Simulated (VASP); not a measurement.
# Sb (Fd-3m) in VASP: a series of runs

Runs on Sb. Level: r2SCAN. Tasks: single point.

Program: VASP 6.6.1. These are calculated values, not measurements. Logs are shortened: lines on timing, memory, paths and dates and some standing lists are left out, and cuts for length are marked.

## 1. The cell of the first run

It takes space group Fd-3m (No. 227, cubic). Conventional cell: a = 6.876 Å, b = 6.876 Å, c = 6.876 Å, α = 90.00°, β = 90.00°, γ = 90.00°. Sb (site symmetry -43m) has 4 Sb at 2.98 Å within 3.9 Å.

## 2. Single point, r2SCAN

Contents of POSCAR:

```
Sb
1.0
    0.0000000000      3.4380611714      3.4380611714
    3.4380611714      0.0000000000      3.4380611714
    3.4380611714      3.4380611714      0.0000000000
Sb
2
Direct
    0.0000000000      0.0000000000      0.0000000000
    0.2500000000      0.2500000000      0.2500000000
```

Contents of INCAR.step1:

```
ALGO = Normal
EDIFF = 1E-4
ENCUT = 520
GGA = PE
ISMEAR = -1
LASPH = True
LCHARG = False
LREAL = False
LWAVE = True
NBANDS = 12
NELM = 80
PREC = Accurate
SIGMA = 0.1
```

Contents of INCAR.step2:

```
ALGO = Normal
EDIFF = 1E-7
ENCUT = 520
ISIF = 2
ISMEAR = -1
ISTART = 1
LASPH = True
LCHARG = False
LMIXTAU = True
LREAL = False
LWAVE = False
METAGGA = R2SCAN
NBANDS = 12
NELM = 80
PREC = Accurate
SIGMA = 0.1
```

Contents of KPOINTS:

```
k-points
0
Gamma
  9 9 9
```

Potentials or basis: VASP PAW PBE potentials, release 64 (Sb).

Launch:

```console
$ cat potpaw_PBE.64/Sb/POTCAR > POTCAR
$ cp INCAR.step1 INCAR
$ mpirun -np 1 vasp_std > vasp.out
$ cp INCAR.step2 INCAR
$ mpirun -np 1 vasp_std > vasp.out
```

OUTCAR:

```text
EDIFF = 1E-7
   ENCUT = 520
   ISIF = 2
   ISMEAR = -1
   ISTART = 1
   LASPH = True
   LREAL = False
   METAGGA = R2SCAN
   NELM = 80
   PREC = Accurate

 ion  position               nearest neighbor table
   1  0.000  0.000  0.000-   2 2.98   2 2.98   2 2.98   2 2.98
   2  0.250  0.250  0.250-   1 2.98   1 2.98   1 2.98   1 2.98

  LATTYP: Found a face centered cubic cell.
 ALAT       =     6.8761223428

  Lattice vectors:

 A1 = (   0.0000000000,   3.4380611714,   3.4380611714)
 A2 = (   3.4380611714,   0.0000000000,   3.4380611714)
 A3 = (   3.4380611714,   3.4380611714,   0.0000000000)

Analysis of symmetry for initial positions (statically):
=====================================================================
 Subroutine PRICEL returns:
 Original cell was already a primitive cell.

 Routine SETGRP: Setting up the symmetry group for a
 face centered cubic supercell.

 Subroutine GETGRP returns: Found 48 space group operations
 (whereof 24 operations were pure point group operations)
 out of a pool of 48 trial point group operations.

The static configuration has the point symmetry T_d .
 The point group associated with its full space group is O_h .

Analysis of symmetry for dynamics (positions and initial velocities):
=====================================================================
 Subroutine PRICEL returns:
 Original cell was already a primitive cell.

 Routine SETGRP: Setting up the symmetry group for a
 face centered cubic supercell.

 Subroutine GETGRP returns: Found 48 space group operations
 (whereof 24 operations were pure point group operations)
 out of a pool of 48 trial point group operations.

The dynamic configuration has the point symmetry T_d .
 The point group associated with its full space group is O_h .

 Subroutine INISYM returns: Found 48 space group operations
 (whereof 24 operations are pure point group operations),
 and found     1 'primitive' translations

----------------------------------------------------------------------------------------

                                     Primitive cell

  volume of cell :      81.2776

  direct lattice vectors                    reciprocal lattice vectors
     0.000000000  3.438061171  3.438061171    -0.145430804  0.145430804  0.145430804
     3.438061171  0.000000000  3.438061171     0.145430804 -0.145430804  0.145430804
     3.438061171  3.438061171  0.000000000     0.145430804  0.145430804 -0.145430804

  length of vectors
     4.862152737  4.862152737  4.862152737     0.251893541  0.251893541  0.251893541

  position of ions in fractional coordinates (direct lattice)
     0.000000000  0.000000000  0.000000000
     0.250000000  0.250000000  0.250000000

  ion indices of the primitive-cell ions
   primitive index   ion index
                 1           1
                 2           2

----------------------------------------------------------------------------------------

 KPOINTS: k-points

Automatic generation of k-mesh.
 Grid dimensions read from file:
 generate k-points for:    9    9    9

 Generating k-lattice:

  Cartesian coordinates                     Fractional coordinates (reciprocal lattice)
    -0.016158978  0.016158978  0.016158978     0.111111111  0.000000000  0.000000000
     0.016158978 -0.016158978  0.016158978     0.000000000  0.111111111  0.000000000
     0.016158978  0.016158978 -0.016158978     0.000000000  0.000000000  0.111111111

  Length of vectors
     0.027988171  0.027988171  0.027988171

  Shift w.r.t. Gamma in fractional coordinates (k-lattice)
     0.000000000  0.000000000  0.000000000

 Subroutine IBZKPT returns following result:
 ===========================================

 Found     35 irreducible k-points:

 Following reciprocal coordinates:
            Coordinates               Weight
  0.000000  0.000000  0.000000      1.000000
  0.111111  0.000000  0.000000      8.000000
  0.222222  0.000000  0.000000      8.000000
  0.333333  0.000000  0.000000      8.000000
  0.444444  0.000000  0.000000      8.000000
  0.111111  0.111111  0.000000      6.000000
[... 16 lines left out ...]
 -0.333333  0.333333  0.000000     12.000000
  0.444444  0.444444  0.000000      6.000000
 [... further k-points ...]
   k-points           NKPTS =     35   k-points in BZ     NKDIM =     35   number of bands    NBANDS=     12
   number of dos      NEDOS =    301   number of ions     NIONS =      2
   total plane-waves  NPLWV =  46656
   dimension x,y,z NGX =    36 NGY =   36 NGZ =   36
   dimension x,y,z NGXF=    72 NGYF=   72 NGZF=   72
   ions per type =               2
   NGX,Y,Z   is equivalent  to a cutoff of  12.31, 12.31, 12.31 a.u.
   NGXF,Y,Z  is equivalent  to a cutoff of  24.62, 24.62, 24.62 a.u.
 SYSTEM =  unknown system
   PREC   = accura    normal or accurate (medium, high low for compatibility)
   ISTART =      1    job   : 0-new  1-cont  2-samecut
   ICHARG =      0    charge: 1-file 2-atom 10-const
   ISPIN  =      1    spin polarized calculation?
   LNONCOLLINEAR =      F non collinear calculations
   LSORBIT =      F    spin-orbit coupling
   LASPH  =      T    aspherical Exc in radial PAW
   ENCUT  =  520.0 eV  38.22 Ry    6.18 a.u.   9.04  9.04  9.04*2*pi/ulx,y,z
   NELM   =     80;   NELMIN=  2; NELMDL=  0     # of ELM steps
   EDIFF  = 0.1E-06   stopping-criterion for ELM
   LREAL  =      F    real-space projection
   EDIFFG = 0.1E-05   stopping-criterion for IOM
   NSW    =      0    number of steps for IOM
   IBRION =     -1    ionic relax: 0-MD 1-quasi-New 2-CG
   NFREE  =      0    steps in history (QN), initial steepest desc. (CG)
   ISIF   =      2    stress and relaxation
   ISYM   =      2    0-nonsym 1-usesym 2-fastsym
   POTIM  = 0.5000    time-step for ionic-motion
   TEBEG  =    0.0;   TEEND  =   0.0 temperature during run
   PSTRESS=    0.0 pullay stress
   NELECT =      10.0000    total number of electrons
   NUPDOWN=      -1.0000    fix difference up-down
   EMIN   =  10.00;   EMAX   =-10.00  energy-range for DOS
   EFERMI =   0.00;   METHOD = LEGACY
   ISMEAR =    -1;   SIGMA  =   0.10  broadening in eV -4-tet -1-fermi 0-gaus
   EFERMI_NEDOS =   21; number of points for ismear=-14 and -15
   IALGO  =     38    algorithm
   IMIX   =      4    mixing-type and parameters
     AMIX     =   0.40;   BMIX     =  1.00
     AMIX_MAG =   1.60;   BMIX_MAG =  1.00
  volume/ion in A,a.u.               =      40.64       274.24
  Fermi-wavevector in a.u.,A,eV,Ry     =   0.814238  1.538686  9.020433  0.662983
  Thomas-Fermi vector in A             =   1.924108
   LORBIT       =      0    0 simple, 1 ext, 2 COOP (PROOUT), +10 PAW based schemes
   METAGGA = R2SCAN    functional components
   LHFCALC =     F    Hartree Fock is set to
   AEXX    =    0.0000 exact exchange contribution
   IVDW    =     0    specifies the selected vdW correction
   LEPSILON=     F    determine dielectric tensor
   LRPA    =     F    only Hartree local field effects (RPA)
 non-spin polarized calculation
  energy-cutoff  :      520.00
  volume of cell :       81.28
 maximum number of plane-waves:      2204
   NGX = 19   NGY = 19   NGZ = 19

 number of electron       9.9999999 magnetization

 Free energy of the ion-electron system (eV)
  ---------------------------------------------------
  ext. energy  EPLUGINS =         0.00000000
  ---------------------------------------------------
  free energy    TOTEN  =       -50.64048335 eV

  energy without entropy =      -50.58834626  energy(sigma->0) =      -50.61441480

 E-fermi :   4.2500     XC(G=0):  -8.4887

 val. band max:        4.2462900094   @ k =  -0.4444   0.4444   0.1111
 cond. band min:       4.2530070540   @ k =   0.3333   0.2222   0.0000
 fundamental gap:      0.0067170446
 Fermi energy:         4.2499995698

 k-point     1 :       0.0000    0.0000    0.0000
  band No.  band energies     occupation
      1      -8.0576      2.00000
      2      -0.9346      2.00000
      3       2.2247      2.00000
      4       2.2247      2.00000
      5       2.2247      2.00000
      6       4.7219      0.01769
      7       4.7219      0.01769
      8       4.7219      0.01769
      9       8.5283      0.00000
     10      10.9270      0.00000
     11      10.9270      0.00000
     12      12.2031      0.00000

 k-point     2 :       0.1111    0.0000    0.0000
  band No.  band energies     occupation
      1      -7.9632      2.00000
      2      -1.4130      2.00000
      3       2.0795      2.00000
      4       2.0795      2.00000
      5       2.3139      2.00000
      6       4.9328      0.00216
      7       4.9328      0.00216
      8       5.0020      0.00108
      9       8.9581      0.00000
     10      10.5326      0.00000
     11      10.5326      0.00000
     12      11.8353      0.00000

 k-point     3 :       0.2222    0.0000    0.0000
  band No.  band energies     occupation
      1      -7.6917      2.00000
      2      -2.4095      2.00000
      3       1.7866      2.00000
      4       1.7866      2.00000
      5       2.2632      2.00000
      6       5.3631      0.00003
      7       5.3631      0.00003
      8       5.9175      0.00000
      9       9.7449      0.00000
     10      10.2542      0.00000
     11      10.2542      0.00000
     12      11.6333      0.00000
[... 286 lines left out ...]
 k-point    23 :      -0.3333    0.3333    0.0000
  band No.  band energies     occupation
      1      -6.2706      2.00000
      2      -4.8980      2.00000
      3      -0.1662      2.00000
      4       0.8766      2.00000
      5       3.7503      1.98657
      6       6.2551      0.00000
      7       7.2194      0.00000
      8       7.2475      0.00000
      9       9.0429      0.00000
     10      10.6098      0.00000
     11      12.5728      0.00000
     12      13.9821      0.00000

 k-point    24 :       0.4444    0.4444    0.0000
  band No.  band energies     occupation
      1      -6.1123      2.00000
      2      -5.0977      2.00000
      3       0.4670      2.00000
      4       0.4670      2.00000
      5       3.6883      1.99276
      6       3.8616      1.95968
      7       8.6592      0.00000
      8       8.6592      0.00000
      9      10.2160      0.00000
     10      11.5643      0.00000
     11      13.1144      0.00000
     12      13.1367      0.00000

 [... further k-points ...]

------------------------ aborting loop because EDIFF is reached ----------------------------------------

  FORCE on cell =-STRESS in cart. coord.  units (eV):
  Direction    XX          YY          ZZ          XY          YZ          ZX
  --------------------------------------------------------------------------------------
  -------------------------------------------------------------------------------------
  Total        0.5751058      0.5751058      0.5751058     -0.0000000      0.0000000     -0.0000000
  in kB       11.3367237     11.3367237     11.3367237     -0.0000000      0.0000000     -0.0000000
  external PRESSURE =      11.3367237 kB  Pullay stress =       0.0000000 kB

 VOLUME and BASIS-vectors are now :
 -----------------------------------------------------------------------------
  energy-cutoff  :      520.00
  volume of cell :       81.28
      direct lattice vectors                 reciprocal lattice vectors
     0.000000000  3.438061171  3.438061171    -0.145430804  0.145430804  0.145430804
     3.438061171  0.000000000  3.438061171     0.145430804 -0.145430804  0.145430804
     3.438061171  3.438061171  0.000000000     0.145430804  0.145430804 -0.145430804

 POSITION                                       TOTAL-FORCE (eV/Angst)
 -----------------------------------------------------------------------------------
      0.00000      0.00000      0.00000        -0.000000     -0.000000     -0.000000
      1.71903      1.71903      1.71903         0.000000      0.000000      0.000000
 -----------------------------------------------------------------------------------
    total drift:                                0.000000      0.000000      0.000000

  FREE ENERGIE OF THE ION-ELECTRON SYSTEM (eV)
  ---------------------------------------------------
  free  energy   TOTEN  =       -50.6404833528 eV

  energy  without entropy=      -50.5883462550  energy(sigma->0) =      -50.61441480
```

Run time: 50 s. Hardware: 1 thread of Intel Xeon 6975P-C (Granite Rapids), shared host; peak memory 0.22 GiB.

Results:

| Quantity | Value |
| --- | --- |
| Free energy | -50.6405 eV |
| Pressure | 1.1 GPa |
| Band gap on the k mesh | zero (band 5 reaches 4.80 eV, above the bottom of band 6 at 3.86 eV) |

Caveat: the PAW data sets were made with another functional, which shifts forces and pressure a little; spin-orbit coupling is left out, which moves the levels of the heavy elements.

(Continued in part 2 of 2.)
